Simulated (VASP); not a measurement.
# Zn (P6/mmm) in VASP: a series of runs

Zn is run at these levels: PBE; tasks: single point.

All numbers are computed with VASP 6.6.1; they aren't measurements. Logs are shortened: lines on timing, memory, paths and dates and some standing lists are left out, and cuts for length are marked.

## (1) The cell of the first run

The structure is hexagonal, space group P6/mmm (No. 191). The conventional cell has a = 2.005 Å, b = 2.005 Å, c = 1.956 Å, α = 90.00°, β = 90.00°, γ = 120.00°. Within 2.6 Å of Zn (site symmetry 6/mmm) lie 8 Zn at 1.96 to 2.00 Å.

## (2) Single point, PBE

Input file INCAR:

```
PREC     = Accurate       # precision mode
ENCUT    = 520            # plane-wave cutoff, eV
EDIFF    = 1E-6           # SCF threshold, eV
ISMEAR   = -1             # smearing method
SIGMA    = 0.05           # smearing width, eV
LREAL    = F              # projectors in reciprocal space
LASPH    = T              # aspherical terms in the spheres
NELM     = 100            # most SCF steps
ALGO     = Normal         # electronic algorithm
ISIF     = 2              # what is computed and relaxed
LWAVE    = F              # write WAVECAR
LCHARG   = T              # write CHGCAR
GGA      = PE             # functional
LELF     = T              # ELF
LVHAR    = T            
NBANDS   = 12             # bands
```

Input file KPOINTS:

```
Automatic mesh
0
Gamma
  22 22 20
```

Input file POSCAR:

```
Zn
1.0
    2.0045876080      0.0000000000      0.0000000000
   -1.0022938040      1.7360237927      0.0000000000
    0.0000000000      0.0000000000      1.9563620301
Zn
1
Direct
    0.0000000000      0.0000000000      0.0000000000
```

Potentials or basis: VASP PAW PBE potentials, release 64 (Zn).

Started as:

```sh
$ cat potpaw_PBE.64/Zn/POTCAR > POTCAR
$ mpirun -np 1 vasp_std > vasp.out
```

OUTCAR:

```text
PREC = Accurate
   ENCUT = 520
   EDIFF = 1E-6
   ISMEAR = -1
   LREAL = F
   LASPH = T
   NELM = 100
   ISIF = 2
   GGA = PE

 ion  position               nearest neighbor table
   1  0.000  0.000  0.000-

  LATTYP: Found a hexagonal cell.
 ALAT       =     2.0045876080
 C/A-ratio  =     0.9759423945

  Lattice vectors:

 A1 = (   2.0045876080,   0.0000000000,   0.0000000000)
 A2 = (  -1.0022938040,   1.7360237927,   0.0000000000)
 A3 = (   0.0000000000,   0.0000000000,   1.9563620301)

Analysis of symmetry for initial positions (statically):
=====================================================================
 Subroutine PRICEL returns:
 Original cell was already a primitive cell.

 Routine SETGRP: Setting up the symmetry group for a
 hexagonal supercell.

 Subroutine GETGRP returns: Found 24 space group operations
 (whereof 24 operations were pure point group operations)
 out of a pool of 24 trial point group operations.

The static configuration has the point symmetry D_6h.

Analysis of symmetry for dynamics (positions and initial velocities):
=====================================================================
 Subroutine PRICEL returns:
 Original cell was already a primitive cell.

 Routine SETGRP: Setting up the symmetry group for a
 hexagonal supercell.

 Subroutine GETGRP returns: Found 24 space group operations
 (whereof 24 operations were pure point group operations)
 out of a pool of 24 trial point group operations.

The dynamic configuration has the point symmetry D_6h.

 Subroutine INISYM returns: Found 24 space group operations
 (whereof 24 operations are pure point group operations),
 and found     1 'primitive' translations

----------------------------------------------------------------------------------------

                                     Primitive cell

  volume of cell :       6.8082

  direct lattice vectors                    reciprocal lattice vectors
     2.004587608  0.000000000  0.000000000     0.498855723  0.288014486  0.000000000
    -1.002293804  1.736023793  0.000000000     0.000000000  0.576028972  0.000000000
     0.000000000  0.000000000  1.956362030     0.000000000  0.000000000  0.511152836

  length of vectors
     2.004587608  2.004587608  1.956362030     0.576028972  0.576028972  0.511152836

  position of ions in fractional coordinates (direct lattice)
     0.000000000  0.000000000  0.000000000

  ion indices of the primitive-cell ions
   primitive index   ion index
[... 73 lines left out ...]
   EDIFF  = 0.1E-05   stopping-criterion for ELM
   LREAL  =      F    real-space projection
   EDIFFG = 0.1E-04   stopping-criterion for IOM
   NSW    =      0    number of steps for IOM
   IBRION =     -1    ionic relax: 0-MD 1-quasi-New 2-CG
   NFREE  =      0    steps in history (QN), initial steepest desc. (CG)
   ISIF   =      2    stress and relaxation
   ISYM   =      2    0-nonsym 1-usesym 2-fastsym
   POTIM  = 0.5000    time-step for ionic-motion
   TEBEG  =    0.0;   TEEND  =   0.0 temperature during run
   PSTRESS=    0.0 pullay stress
   NELECT =      12.0000    total number of electrons
   NUPDOWN=      -1.0000    fix difference up-down
   EMIN   =  10.00;   EMAX   =-10.00  energy-range for DOS
   EFERMI =   0.00;   METHOD = LEGACY
   ISMEAR =    -1;   SIGMA  =   0.05  broadening in eV -4-tet -1-fermi 0-gaus
   EFERMI_NEDOS =   21; number of points for ismear=-14 and -15
   IALGO  =     38    algorithm
   IMIX   =      4    mixing-type and parameters
     AMIX     =   0.40;   BMIX     =  1.00
     AMIX_MAG =   1.60;   BMIX_MAG =  1.00
  volume/ion in A,a.u.               =       6.81        45.94
  Fermi-wavevector in a.u.,A,eV,Ry     =   1.977540  3.737009 53.207818  3.910664
  Thomas-Fermi vector in A             =   2.998586
   LORBIT       =      0    0 simple, 1 ext, 2 COOP (PROOUT), +10 PAW based schemes
   GGA     = PE    functional components
   LHFCALC =     F    Hartree Fock is set to
   AEXX    =    0.0000 exact exchange contribution
   IVDW    =     0    specifies the selected vdW correction
   LEPSILON=     F    determine dielectric tensor
   LRPA    =     F    only Hartree local field effects (RPA)
 non-spin polarized calculation
  energy-cutoff  :      520.00
  volume of cell :        6.81
 maximum number of plane-waves:       199
 NGX is ok and might be reduce to    16
   NGX =  7   NGY =  7   NGZ =  7

 number of electron      11.9999996 magnetization

 Free energy of the ion-electron system (eV)
  ---------------------------------------------------
  ext. energy  EPLUGINS =         0.00000000
  ---------------------------------------------------
  free energy    TOTEN  =         5.54191158 eV

  energy without entropy =        5.54401408  energy(sigma->0) =        5.54296283

 E-fermi :  13.3250     XC(G=0): -16.4860

 val. band max:       13.3196139306   @ k =   0.3636   0.1364   0.4500
 cond. band min:      13.3252869492   @ k =   0.2727   0.2273   0.4500
 fundamental gap:      0.0056730186
 Fermi energy:        13.3249638829

 k-point     1 :       0.0000    0.0000    0.0000
  band No.  band energies     occupation
      1      -7.1325      2.00000
      2      -2.5863      2.00000
      3       0.0913      2.00000
      4       0.0913      2.00000
      5       2.9217      2.00000
      6       2.9217      2.00000
      7      31.8937      0.00000
      8      38.1956      0.00000
      9      39.0109      0.00000
     10      44.6210      0.00000
     11      44.6210      0.00000
     12      46.5743      0.00000
[... 331 lines left out ...]
 k-point    24 :       0.1364    0.0909    0.0000
  band No.  band energies     occupation
      1      -5.1241      2.00000
      2      -2.0639      2.00000
      3      -0.6318      2.00000
      4       1.2028      2.00000
      5       2.2457      2.00000
      6       2.7703      2.00000
      7      29.5792      0.00000
      8      32.8078      0.00000
      9      34.7439      0.00000
     10      39.7281      0.00000
     11      43.9385      0.00000
     12      51.8521      0.00000

 [... further k-points ...]
[... 5 lines left out ...]
  --------------------------------------------------------------------------------------
  -------------------------------------------------------------------------------------
  Total       21.4091575     21.4091575     21.2935961      0.0000000      0.0000000     -0.0000000
  in kB     5038.2558643   5038.2558646   5011.0605967      0.0000000      0.0000000     -0.0000000
  external PRESSURE =    5029.1907752 kB  Pullay stress =       0.0000000 kB

 VOLUME and BASIS-vectors are now :
 -----------------------------------------------------------------------------
  energy-cutoff  :      520.00
  volume of cell :        6.81
      direct lattice vectors                 reciprocal lattice vectors
     2.004587608  0.000000000  0.000000000     0.498855723  0.288014486  0.000000000
    -1.002293804  1.736023793  0.000000000     0.000000000  0.576028972  0.000000000
     0.000000000  0.000000000  1.956362030     0.000000000  0.000000000  0.511152836

 POSITION                                       TOTAL-FORCE (eV/Angst)
 -----------------------------------------------------------------------------------
      0.00000      0.00000      0.00000         0.000000      0.000000      0.000000
 -----------------------------------------------------------------------------------
    total drift:                               -0.000000      0.000000      0.000000

  FREE ENERGIE OF THE ION-ELECTRON SYSTEM (eV)
  ---------------------------------------------------
  free  energy   TOTEN  =         5.5419115767 eV

  energy  without entropy=        5.5440140769  energy(sigma->0) =        5.54296283
```

OSZICAR:

```text
N       E                     dE             d eps       ncg     rms          rms(c)
DAV:   1     0.420658888751E+02    0.42066E+02   -0.63937E+03 15812   0.196E+03
DAV:   2     0.574300580452E+01   -0.36323E+02   -0.34441E+02 14356   0.229E+02
DAV:   3     0.510940232469E+01   -0.63360E+00   -0.63257E+00 15340   0.279E+01
DAV:   4     0.510891917495E+01   -0.48315E-03   -0.48314E-03 14892   0.692E-01
DAV:   5     0.510891909906E+01   -0.75888E-07   -0.76153E-07 13340   0.860E-03    0.227E+01
DAV:   6     0.540230144423E+01    0.29338E+00   -0.38386E-01 14844   0.143E+01    0.133E+01
DAV:   7     0.553561467439E+01    0.13331E+00   -0.23054E-02 15012   0.291E+00    0.247E+00
DAV:   8     0.554192035299E+01    0.63057E-02   -0.21450E-03 16568   0.696E-01    0.496E-02
DAV:   9     0.554191095083E+01   -0.94022E-05   -0.30521E-05 15840   0.788E-02    0.172E-02
DAV:  10     0.554191157667E+01    0.62584E-06   -0.22491E-06 11252   0.294E-02
   1 F= 0.55419116E+01 E0= 0.55429628E+01  d E =-.210250E-02
```

It took 15 s on 1 thread of Intel Xeon Platinum 8488C (Sapphire Rapids), shared host; peak memory 0.15 GiB.

What came out:

```
Free energy            : 5.5419 eV
Pressure               : 502.9 GPa
Band gap on the k mesh : zero (band 6 reaches 18.91 eV, above the bottom of band 7 at 10.16 eV)
```

Levels at points of the mesh, in eV from the Fermi level:
```tsv
k point	band 2	band 3	band 4	band 5	band 6	band 7	band 8	band 9	band 10	band 11
(0.00, 0.00, 0.00)	-15.91	-13.23	-13.23	-10.40	-10.40	18.57	24.87	25.69	31.30	31.30
(0.50, 0.00, 0.00)	-14.71	-12.30	-10.78	-9.98	-8.87	-0.06	16.76	24.52	28.37	32.73
(0.00, 0.00, 0.50)	-12.84	-12.84	-11.83	-11.83	-11.06	-3.17	32.06	35.79	35.79	37.14
(0.50, 0.00, 0.50)	-15.43	-12.59	-9.87	-9.49	0.53	1.34	8.60	12.57	24.97	28.09
```

(Part 1 of 2 ends here.)
